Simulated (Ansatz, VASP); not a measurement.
## Ti in VASP and in Ansatz

Contents of POSCAR:

```
Ti
1.0
    3.0036000000      0.0000000000      0.0000000000
   -1.5018000000      2.6011939028      0.0000000000
    0.0000000000      0.0000000000      4.6384185731
Ti
2
Direct
    0.3333333333      0.6666666667      0.2500000000
    0.6666666667      0.3333333333      0.7500000000
```

File INCAR.step1:

```
SYSTEM = Ti
  ALGO = Normal
  EDIFF = 1E-4
  ENCUT = 520
  GGA = PE
  ISMEAR = 1
  LASPH = .TRUE.
  LCHARG = .FALSE.
  LREAL = .FALSE.
  LWAVE = .TRUE.
  NBANDS = 19
  NELM = 100
  PREC = Accurate
  SIGMA = 0.05
```

Contents of INCAR.step2:

```
SYSTEM = Ti
  ALGO = Normal
  EDIFF = 1E-7
  ENCUT = 520
  ISIF = 2
  ISMEAR = 1
  ISTART = 1
  LASPH = .TRUE.
  LCHARG = .FALSE.
  LMIXTAU = .TRUE.
  LREAL = .FALSE.
  LWAVE = .FALSE.
  METAGGA = R2SCAN
  NBANDS = 19
  NELM = 100
  PREC = Accurate
  SIGMA = 0.05
```

KPOINTS

```
k-points
0
G
  18 18 10
  0 0 0
```

Input for Ansatz:

```yaml
crystal:
  lattice:
    - [3.0036, 0.0, 0.0]
    - [-1.5018, 2.6011939028, 0.0]
    - [0.0, 0.0, 4.6384185731]
  atoms:
    - { symbol: Ti, position: [0.3333333333, 0.6666666667, 0.25] }
    - { symbol: Ti, position: [0.6666666667, 0.3333333333, 0.75] }
basis:
  ecutwfc: 520.0
kpoints:
  mp_grid: { grid: [18, 18, 10] }
hamiltonian:
  xc: r2scan
scf:
  occupations: { method: cold, width: 0.05 }
output:
  forces: true
  stress: true
  eigenvalues: true
```

Alike in both runs: task single point; functional r2SCAN; k mesh 18 × 18 × 10; no spin polarisation.

|  | VASP | Ansatz |
| --- | --- | --- |
| version | VASP 6.6.1 | Ansatz 0.2.0 |
| potentials or method | VASP PAW PBE potentials, release 64 (Ti_sv), cutoff 520 eV | scalar-relativistic, plane waves, PAW |
| occupations | methfessel-paxton of order 1, width 0.05 eV | cold, width 0.05 eV |
| valence electrons in the cell | 24 | 24 |

Ansatz gave:

| Quantity | Value |
| --- | --- |
| gap on the k mesh at the Fermi level (eV) | none |
| pressure (GPa) | -5.0 |
| traceless stress, the component that is largest in VASP (GPa) | 1.70 |

Question: Estimate VASP's values.

Answer: gap on the k mesh at the Fermi level (eV): none; pressure (GPa): -4.7; traceless stress, the component that is largest in VASP (GPa): 1.72.

VASP's potentials were made for PBE, not for r2SCAN. A gap of «none» marks a metal or a gap that the smearing closes.
